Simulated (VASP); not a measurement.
# MgBe2SO2 (P4/mmm) in VASP: a series of runs

The runs below take MgBe2SO2 through single point, relaxation of cell and atoms, with PBE.

All numbers are computed with VASP 6.6.1; they aren't measurements. Logs are shortened: lines on timing, memory, paths and dates and some standing lists are left out, and cuts for length are marked.

## Step 1: The cell of the first run

It takes space group P4/mmm (No. 123, tetragonal). The conventional cell has a = 3.682 Å, b = 3.682 Å, c = 5.288 Å, α = 90.00°, β = 90.00°, γ = 90.00°. Within 2.4 Å of Mg (site symmetry 4/mmm) lie 4 O at 1.84 Å. Within 2.4 Å of Be (site symmetry mmm) lie 2 S at 1.84 Å. S (site symmetry 4/mmm) has 4 Be at 1.84 Å within 2.4 Å. O (site symmetry mmm) has 2 Mg at 1.84 Å within 2.4 Å.

The cell was built from a structure type or drawn by symmetry, and may not be a known phase.

## Step 2: Single point, PBE, collinear spin, ferromagnetic start

Input file INCAR:

```
PREC = Accurate
ENCUT = 520
EDIFF = 1E-6
ISMEAR = 0
SIGMA = 0.1
LREAL = False
LASPH = True
NELM = 150
ALGO = Normal
ISIF = 2
LWAVE = False
LCHARG = False
ISPIN = 2
MAGMOM = 0 0 0 0 1 1
LORBIT = 11
GGA = PE
NBANDS = 25
```

Input file KPOINTS:

```
regular mesh
0
Gamma
  6 6 4
```

Input file POSCAR:

```
MgBe2SO2
1.0
    3.6824920400      0.0000000000      0.0000000000
    0.0000000000      3.6824920400      0.0000000000
    0.0000000000      0.0000000000      5.2880065000
Mg Be S O
1 2 1 2
Direct
    0.5000000000      0.5000000000      0.5000000000
    0.0000000000      0.5000000000      0.0000000000
    0.5000000000      0.0000000000      0.0000000000
    0.5000000000      0.5000000000      0.0000000000
    0.0000000000      0.5000000000      0.5000000000
    0.5000000000      0.0000000000      0.5000000000
```

Potentials or basis: VASP PAW PBE potentials, release 64 (Mg, Be, S, O).

Command:

```
$ cat potpaw_PBE.64/Mg/POTCAR potpaw_PBE.64/Be/POTCAR potpaw_PBE.64/S/POTCAR potpaw_PBE.64/O/POTCAR > POTCAR
$ mpirun -np 1 vasp_std > vasp.out
```

OUTCAR:

```text
PREC = Accurate
   ENCUT = 520
   EDIFF = 1E-6
   ISMEAR = 0
   LREAL = False
   LASPH = True
   NELM = 150
   ISIF = 2
   ISPIN = 2
   LORBIT = 11
   GGA = PE

 ion  position               nearest neighbor table
   1  0.500  0.500  0.500-   5 1.84   6 1.84   6 1.84   5 1.84   4 2.64   4 2.64
   2  0.000  0.500  0.000-   4 1.84   4 1.84
   3  0.500  0.000  0.000-   4 1.84   4 1.84
   4  0.500  0.500  0.000-   2 1.84   3 1.84   3 1.84   2 1.84   1 2.64   1 2.64
   5  0.000  0.500  0.500-   1 1.84   1 1.84
   6  0.500  0.000  0.500-   1 1.84   1 1.84

  LATTYP: Found a simple tetragonal cell.
 ALAT       =     3.6824920400
 C/A-ratio  =     1.4359858603

  Lattice vectors:

 A1 = (   3.6824920400,   0.0000000000,   0.0000000000)
 A2 = (   0.0000000000,   3.6824920400,   0.0000000000)
 A3 = (   0.0000000000,   0.0000000000,   5.2880065000)

Analysis of symmetry for initial positions (statically):
=====================================================================
 Subroutine PRICEL returns:
 Original cell was already a primitive cell.

 Routine SETGRP: Setting up the symmetry group for a
 simple tetragonal supercell.

 Subroutine GETGRP returns: Found 16 space group operations
 (whereof 16 operations were pure point group operations)
 out of a pool of 16 trial point group operations.

The static configuration has the point symmetry D_4h.

Analysis of symmetry for dynamics (positions and initial velocities):
=====================================================================
 Subroutine PRICEL returns:
 Original cell was already a primitive cell.

 Routine SETGRP: Setting up the symmetry group for a
 simple tetragonal supercell.

 Subroutine GETGRP returns: Found 16 space group operations
 (whereof 16 operations were pure point group operations)
 out of a pool of 16 trial point group operations.

The dynamic configuration has the point symmetry D_4h.

Analysis of structural, dynamic, and magnetic symmetry:
=====================================================================
 Subroutine PRICEL returns:
 Original cell was already a primitive cell.

 Routine SETGRP: Setting up the symmetry group for a
 simple tetragonal supercell.

 Subroutine GETGRP returns: Found 16 space group operations
 (whereof 16 operations were pure point group operations)
 out of a pool of 16 trial point group operations.

The overall configuration has the point symmetry D_4h.

 Subroutine INISYM returns: Found 16 space group operations
 (whereof 16 operations are pure point group operations),
 and found     1 'primitive' translations

----------------------------------------------------------------------------------------

                                     Primitive cell

  volume of cell :      71.7093

  direct lattice vectors                    reciprocal lattice vectors
     3.682492040  0.000000000  0.000000000     0.271555237  0.000000000  0.000000000
     0.000000000  3.682492040  0.000000000     0.000000000  0.271555237  0.000000000
     0.000000000  0.000000000  5.288006500     0.000000000  0.000000000  0.189107181

  length of vectors
     3.682492040  3.682492040  5.288006500     0.271555237  0.271555237  0.189107181

  position of ions in fractional coordinates (direct lattice)
     0.500000000  0.500000000  0.500000000
     0.000000000  0.500000000  0.000000000
     0.500000000  0.000000000  0.000000000
     0.500000000  0.500000000  0.000000000
     0.000000000  0.500000000  0.500000000
     0.500000000  0.000000000  0.500000000

  ion indices of the primitive-cell ions
   primitive index   ion index
                 1           1
                 2           2
                 3           3
                 4           4
                 5           5
                 6           6

----------------------------------------------------------------------------------------

 KPOINTS: regular mesh

Automatic generation of k-mesh.
 Grid dimensions read from file:
 generate k-points for:    6    6    4

[... 42 lines left out ...]
  0.333333  0.000000  0.500000      4.000000
  0.500000  0.000000  0.500000      2.000000
 [... further k-points ...]
   k-points           NKPTS =     30   k-points in BZ     NKDIM =     30   number of bands    NBANDS=     25
   number of dos      NEDOS =    301   number of ions     NIONS =      6
   total plane-waves  NPLWV =  31360
   dimension x,y,z NGX =    28 NGY =   28 NGZ =   40
   dimension x,y,z NGXF=    56 NGYF=   56 NGZF=   80
   ions per type =               1   2   1   2
   NGX,Y,Z   is equivalent  to a cutoff of  12.64, 12.64, 12.58 a.u.
   NGXF,Y,Z  is equivalent  to a cutoff of  25.28, 25.28, 25.15 a.u.
 SYSTEM =  unknown system
   PREC   = accura    normal or accurate (medium, high low for compatibility)
   ISTART =      0    job   : 0-new  1-cont  2-samecut
   ICHARG =      2    charge: 1-file 2-atom 10-const
   ISPIN  =      2    spin polarized calculation?
   LNONCOLLINEAR =      F non collinear calculations
[... 18 lines left out ...]
   EFERMI =   0.00;   METHOD = LEGACY
   ISMEAR =     0;   SIGMA  =   0.10  broadening in eV -4-tet -1-fermi 0-gaus
   EFERMI_NEDOS =   21; number of points for ismear=-14 and -15
   IALGO  =     38    algorithm
   IMIX   =      4    mixing-type and parameters
     AMIX     =   0.40;   BMIX     =  1.00
     AMIX_MAG =   1.60;   BMIX_MAG =  1.00
  volume/ion in A,a.u.               =      11.95        80.65
  Fermi-wavevector in a.u.,A,eV,Ry     =   1.136632  2.147924 17.577819  1.291933
  Thomas-Fermi vector in A             =   2.273337
   LORBIT       =     11    0 simple, 1 ext, 2 COOP (PROOUT), +10 PAW based schemes
   GGA     = PE    functional components
   LHFCALC =     F    Hartree Fock is set to
   AEXX    =    0.0000 exact exchange contribution
   IVDW    =     0    specifies the selected vdW correction
   LEPSILON=     F    determine dielectric tensor
   LRPA    =     F    only Hartree local field effects (RPA)
 spin polarized calculation
 Gauss-broadening in eV      SIGMA  =   0.10
  energy-cutoff  :      520.00
  volume of cell :       71.71
 maximum number of plane-waves:      1964
 NGX is ok and might be reduce to    28
   NGX = 13   NGY = 13   NGZ = 19

 number of electron      23.9999997 magnetization      -0.0343066

 number of electron      23.9999997 magnetization       0.0091663

 Free energy of the ion-electron system (eV)
  ---------------------------------------------------
  ext. energy  EPLUGINS =         0.00000000
  ---------------------------------------------------
  free energy    TOTEN  =       -24.11781580 eV

  energy without entropy =      -24.09503441  energy(sigma->0) =      -24.10642510

 E-fermi :   3.8619     XC(G=0):  -9.7718

 val. band max:        3.8415660823   @ k =   0.3333   0.1667   0.5000
 cond. band min:       3.8843780900   @ k =   0.3333   0.1667   0.2500
 fundamental gap:      0.0428120076
 Fermi energy:         3.8619220412

 spin component 1

 k-point     1 :       0.0000    0.0000    0.0000
  band No.  band energies     occupation
      1     -13.6051      1.00000
      2     -12.3148      1.00000
      3     -11.7869      1.00000
      4      -4.0205      1.00000
      5      -4.0205      1.00000
      6      -3.0926      1.00000
[... 637 lines left out ...]
     23      16.2855      0.00000
     24      17.4714      0.00000

 [... further k-points ...]

 spin component 2

 k-point     1 :       0.0000    0.0000    0.0000
  band No.  band energies     occupation
      1     -13.6047      1.00000
      2     -12.3132      1.00000
      3     -11.7871      1.00000
      4      -4.0174      1.00000
      5      -4.0174      1.00000
      6      -3.0917      1.00000
[... 637 lines left out ...]
     23      16.2855      0.00000
     24      17.4766      0.00000

 [... further k-points ...]

 [bands above 24 left out]

------------------------ aborting loop because EDIFF is reached ----------------------------------------

  FORCE on cell =-STRESS in cart. coord.  units (eV):
  Direction    XX          YY          ZZ          XY          YZ          ZX
  --------------------------------------------------------------------------------------
  -------------------------------------------------------------------------------------
  Total       15.1629561     15.1629561     -5.0571672      0.0000000      0.0000000     -0.0000000
  in kB      338.7808453    338.7808453   -112.9905915      0.0000000      0.0000000     -0.0000000
  external PRESSURE =     188.1903663 kB  Pullay stress =       0.0000000 kB

 VOLUME and BASIS-vectors are now :
 -----------------------------------------------------------------------------
  energy-cutoff  :      520.00
  volume of cell :       71.71
      direct lattice vectors                 reciprocal lattice vectors
     3.682492040  0.000000000  0.000000000     0.271555237  0.000000000  0.000000000
     0.000000000  3.682492040  0.000000000     0.000000000  0.271555237  0.000000000
     0.000000000  0.000000000  5.288006500     0.000000000  0.000000000  0.189107181

 POSITION                                       TOTAL-FORCE (eV/Angst)
 -----------------------------------------------------------------------------------
      1.84125      1.84125      2.64400         0.000000      0.000000      0.000000
      0.00000      1.84125      0.00000         0.000000      0.000000      0.000000
      1.84125      0.00000      0.00000         0.000000      0.000000      0.000000
      1.84125      1.84125      0.00000         0.000000      0.000000      0.000000
      0.00000      1.84125      2.64400         0.000000      0.000000      0.000000
      1.84125      0.00000      2.64400         0.000000      0.000000      0.000000
 -----------------------------------------------------------------------------------
    total drift:                                0.000000      0.000000      0.000000

  FREE ENERGIE OF THE ION-ELECTRON SYSTEM (eV)
  ---------------------------------------------------
  free  energy   TOTEN  =       -24.1178158019 eV

  energy  without entropy=      -24.0950344058  energy(sigma->0) =      -24.10642510

 total charge

# of ion       s       p       d       tot
------------------------------------------
    1        0.199   0.265   0.137   0.601
    2        0.383   0.699   0.000   1.082
    3        0.383   0.699   0.000   1.082
    4        1.303   2.731   0.000   4.033
    5        1.586   3.358   0.000   4.944
    6        1.586   3.358   0.000   4.944
--------------------------------------------------
tot          5.440  11.111   0.137  16.688

 magnetization (x)

# of ion       s       p       d       tot
------------------------------------------
    1        0.000  -0.000  -0.000  -0.000
    2        0.000   0.001   0.000   0.002
    3        0.000   0.001   0.000   0.002
    4        0.000   0.000   0.000   0.000
    5        0.000  -0.000   0.000  -0.000
    6        0.000  -0.000   0.000  -0.000
--------------------------------------------------
tot          0.000   0.003  -0.000   0.003
```

Wall time 1.8 min (1 thread of Intel Xeon Platinum 8124M at 3.00GHz (Skylake/Cascade Lake), shared host); peak memory 0.25 GiB.

What came out:

```yaml
Free_energy: -24.1178 eV
Pressure: 18.8 GPa
Band_gap_on_the_k_mesh: zero (filled and empty bands overlap)
Net_moment: 0.01 μB per cell
Valence_electrons_inside_the_program's_atomic_spheres: Mg 0.60; Be 1.08; S 4.03; O 4.94
```

Stress tensor (GPa, compression positive):
```
 33.88   0.00   0.00
  0.00  33.88   0.00
  0.00   0.00 -11.30
```

Levels at points of the mesh, in eV from the Fermi level:
Spin up:
```csv
k point,band 9,band 10,band 11,band 12,band 13,band 14,band 15,band 16
"(0.00, 0.00, 0.00)",-1.27,-1.26,-0.23,0.03,0.03,2.02,5.28,5.79
"(0.50, 0.00, 0.00)",-2.06,-1.36,-1.19,-1.11,1.59,1.78,2.82,3.01
"(0.50, 0.50, 0.00)",-2.68,-2.68,-2.34,-0.82,0.83,3.52,3.52,3.63
"(0.00, 0.00, 0.50)",-2.96,-1.44,0.04,0.04,0.46,2.87,5.11,5.68
"(0.50, 0.00, 0.50)",-2.17,-1.64,-1.52,-1.11,1.25,1.42,2.47,2.70
"(0.50, 0.50, 0.50)",-2.99,-1.52,-1.52,-0.81,0.83,1.64,1.64,3.60
```
Spin down:
| k point | band 9 | band 10 | band 11 | band 12 | band 13 | band 14 | band 15 | band 16 |
| --- | --- | --- | --- | --- | --- | --- | --- | --- |
| (0.00, 0.00, 0.00) | -1.27 | -1.26 | -0.21 | 0.03 | 0.03 | 2.02 | 5.29 | 5.80 |
| (0.50, 0.00, 0.00) | -2.06 | -1.36 | -1.19 | -1.11 | 1.60 | 1.78 | 2.83 | 3.02 |
| (0.50, 0.50, 0.00) | -2.68 | -2.68 | -2.33 | -0.82 | 0.83 | 3.52 | 3.52 | 3.63 |
| (0.00, 0.00, 0.50) | -2.96 | -1.44 | 0.04 | 0.04 | 0.47 | 2.87 | 5.11 | 5.70 |
| (0.50, 0.00, 0.50) | -2.17 | -1.64 | -1.52 | -1.11 | 1.25 | 1.43 | 2.47 | 2.71 |
| (0.50, 0.50, 0.50) | -2.99 | -1.52 | -1.52 | -0.81 | 0.83 | 1.64 | 1.64 | 3.60 |

Caveat: the cell stands under pressure; semilocal functionals underestimate gaps, so a narrow gap can read as zero.

## Step 3: Single point, PBE, collinear spin, ferromagnetic start

This run uses another cell than the first one, of 13.07 Å³/atom.

Input file INCAR:

```
SYSTEM = MgBe2SO2
  ALGO = Normal
  EDIFF = 1E-7
  ENCUT = 520
  GGA = PE
  ISIF = 2
  ISMEAR = 0
  ISPIN = 2
  LASPH = .TRUE.
  LCHARG = .TRUE.
  LELF = .TRUE.
  LORBIT = 11
  LREAL = .FALSE.
  LVHAR = .TRUE.
  LWAVE = .FALSE.
  MAGMOM = 0 0 0 0 1 1
  NBANDS = 25
  NELM = 150
  PREC = Accurate
  SIGMA = 0.1
```

Input file KPOINTS:

```
k-points
0
G
  6 6 4
  0 0 0
```

Edit POSCAR of step 2 so:

```diff
@@ -2,5 +2,5 @@
 1.0
-    3.6824920400      0.0000000000      0.0000000000
-    0.0000000000      3.6824920400      0.0000000000
-    0.0000000000      0.0000000000      5.2880065000
+    4.3509964407      0.0000000000      0.0000000000
+    0.0000000000      4.3509964407      0.0000000000
+    0.0000000000      0.0000000000      4.1421353168
 Mg Be S O
```

Potentials or basis: VASP PAW PBE potentials, release 64 (Mg, Be, S, O).

Command:

```
$ cat potpaw_PBE.64/Mg/POTCAR potpaw_PBE.64/Be/POTCAR potpaw_PBE.64/S/POTCAR potpaw_PBE.64/O/POTCAR > POTCAR
$ mpirun -np 1 vasp_std > vasp.out
```

It took 1.7 min on 1 thread of Intel Xeon Platinum 8124M at 3.00GHz (Skylake/Cascade Lake), shared host; peak memory 0.26 GiB.

The run converged. Its results:

| Item | Value |
| --- | --- |
| Free energy | -26.9867 eV |
| Pressure | 0.1 GPa |
| Band gap on the k mesh | zero (filled and empty bands overlap) |
| Net moment | 0.00 μB per cell |
| Valence electrons inside the program's atomic spheres | Mg 0.51; Be 0.70; S 4.00; O 4.92 |

Stress tensor (GPa, compression positive):
```
-0.15  0.00  0.00
 0.00 -0.15  0.00
 0.00  0.00  0.53
```

Levels at points of the mesh, in eV from the Fermi level:
Spin up:
```tsv
k point	band 10	band 11	band 12	band 13	band 14	band 15
(0.00, 0.00, 0.00)	-1.29	-0.59	-0.59	0.06	2.16	5.56
(0.50, 0.00, 0.00)	-1.39	-1.20	-1.12	1.74	3.38	3.45
(0.50, 0.50, 0.00)	-2.91	-1.26	0.00	1.32	4.37	5.26
(0.00, 0.00, 0.50)	-2.59	-0.40	-0.40	2.49	4.78	4.78
(0.50, 0.00, 0.50)	-0.98	-0.98	-0.92	2.44	2.87	4.18
(0.50, 0.50, 0.50)	-0.91	-0.90	-0.68	0.11	3.69	4.45
```
Spin down:
| k point | band 10 | band 11 | band 12 | band 13 | band 14 | band 15 |
| --- | --- | --- | --- | --- | --- | --- |
| (0.00, 0.00, 0.00) | -1.29 | -0.59 | -0.59 | 0.06 | 2.16 | 5.56 |
| (0.50, 0.00, 0.00) | -1.39 | -1.19 | -1.12 | 1.74 | 3.38 | 3.45 |
| (0.50, 0.50, 0.00) | -2.91 | -1.26 | 0.00 | 1.32 | 4.37 | 5.26 |
| (0.00, 0.00, 0.50) | -2.59 | -0.40 | -0.40 | 2.49 | 4.78 | 4.78 |
| (0.50, 0.00, 0.50) | -0.98 | -0.98 | -0.92 | 2.44 | 2.87 | 4.18 |
| (0.50, 0.50, 0.50) | -0.91 | -0.90 | -0.68 | 0.11 | 3.69 | 4.45 |

Caveat: the k points lie up to 0.38 Å⁻¹ apart; semilocal functionals underestimate gaps, so a narrow gap can read as zero.

## Step 4: Relaxation of cell and atoms, PBE

This run uses another cell than the first one, of 13.07 Å³/atom.

Input file INCAR:

```
SYSTEM = MgBe2SO2
  PREC = Accurate
  ENCUT = 600
  EDIFF = 1E-6
  ISMEAR = 0
  SIGMA = 0.1
  LREAL = .False.
  LASPH = .True.
  NELM = 60
  ALGO = Normal
  ISIF = 3
  LWAVE = .False.
  LCHARG = .False.
  GGA = PE
  IBRION = 2
  NSW = 100
  EDIFFG = -0.01
```

Input file KPOINTS:

```
regular mesh
0
Gamma
  10 10 10
  0 0 0
```

POSCAR is that of step 3.

Command:

```
$ cat potpaw_PBE.64/Mg/POTCAR potpaw_PBE.64/Be/POTCAR potpaw_PBE.64/S/POTCAR potpaw_PBE.64/O/POTCAR > POTCAR
$ mpirun -np 1 vasp_std > vasp.out
```

Run time: 5.6 min. Hardware: 1 thread of Intel Xeon Platinum 8124M at 3.00GHz (Skylake/Cascade Lake), shared host; peak memory 0.39 GiB.

The run converged. Its results:

```
Free energy                           : -26.9880 eV
Relaxed volume                        : 13.04 Å³/atom
Relaxed cell                          : a = 4.342 Å, b = 4.342 Å, c = 4.151 Å, α = 90.00°, β = 90.00°, γ = 90.00°
Space group after relaxing (to 0.1 Å) : P4/mmm (No. 123)
Energy gained by relaxing             : 0.1 meV/atom
Ionic steps                           : 4
Pressure after relaxing               : 0.0 GPa
Band gap on the k mesh                : zero (bands 12 and 13 overlap by 0.17 eV)
```

The path:
| step | energy change (eV) | largest force (eV/Å) | pressure (GPa) | volume (Å³) |
| --- | --- | --- | --- | --- |
| 1 | 0.0000 | 0.0000 | 0.01 | 78.42 |
| 2 | -0.0002 | 0.0000 | -0.10 | 78.42 |
| 3 | -0.0003 | 0.0000 | -0.16 | 78.42 |
| 4 | -0.0004 | 0.0000 | -0.01 | 78.27 |

Final structure:
```yaml
crystal:
  lattice:
    - [4.34248, 0.00000, 0.00000]
    - [0.00000, 4.34248, 0.00000]
    - [0.00000, 0.00000, 4.15055]
  atoms:
    - { symbol: Mg, position: [0.50000, 0.50000, 0.50000] }
    - { symbol: Be, position: [0.00000, 0.50000, 0.00000] }
    - { symbol: Be, position: [0.50000, 0.00000, 0.00000] }
    - { symbol: S, position: [0.50000, 0.50000, 0.00000] }
    - { symbol: O, position: [0.00000, 0.50000, 0.50000] }
    - { symbol: O, position: [0.50000, 0.00000, 0.50000] }
```

Levels at points of the mesh, in eV from the Fermi level:
| k point | band 8 | band 9 | band 10 | band 11 | band 12 | band 13 | band 14 | band 15 | band 16 |
| --- | --- | --- | --- | --- | --- | --- | --- | --- | --- |
| (0.00, 0.00, 0.00) | -1.45 | -1.45 | -1.31 | -0.60 | -0.60 | 0.01 | 2.12 | 5.52 | 5.52 |
| (0.50, 0.00, 0.00) | -2.19 | -1.83 | -1.41 | -1.22 | -1.16 | 1.70 | 3.33 | 3.39 | 4.47 |
| (0.50, 0.50, 0.00) | -3.41 | -3.25 | -2.95 | -1.28 | -0.01 | 1.25 | 4.32 | 5.24 | 6.43 |
| (0.00, 0.00, 0.50) | -3.29 | -2.62 | -2.62 | -0.42 | -0.42 | 2.43 | 4.75 | 4.75 | 4.77 |
| (0.50, 0.00, 0.50) | -2.25 | -1.22 | -1.02 | -1.01 | -0.95 | 2.39 | 2.82 | 4.12 | 4.48 |
| (0.50, 0.50, 0.50) | -1.04 | -0.94 | -0.94 | -0.94 | -0.75 | 0.10 | 3.65 | 4.39 | 4.39 |

Caveat: semilocal functionals underestimate gaps, so a narrow gap can read as zero.

## Step 5: The runs side by side

| task | spin | cell | k mesh | cutoff (eV) | gap on the mesh (eV) | pressure (GPa) | moment (μB) |
| --- | --- | --- | --- | --- | --- | --- | --- |
| single point | collinear, ferromagnetic start | a = 3.682, b = 3.682, c = 5.288 Å, 6 atoms | 6 × 6 × 4 | 520 | none | 18.8 | 0.01 |
| single point | collinear, ferromagnetic start | a = 4.351, b = 4.351, c = 4.142 Å, 6 atoms | 6 × 6 × 4 | 520 | none | 0.1 | 0.00 |
| relaxation of cell and atoms | off | relaxed from a = 4.351, b = 4.351, c = 4.142 Å, 6 atoms | 10 × 10 × 10 | 600 | none | 0.0 | - |

Alike in all rows: level PBE; potentials or basis VASP PAW PBE potentials, release 64 (Mg, Be, S, O); smearing gaussian 0.1 eV.

Caveats: some runs use coarse meshes; semilocal functionals underestimate gaps, so a narrow gap can read as zero; the cell stands under pressure (at least some runs).

Total energies depend on the potentials used, so only differences within one code and one set of settings carry meaning.
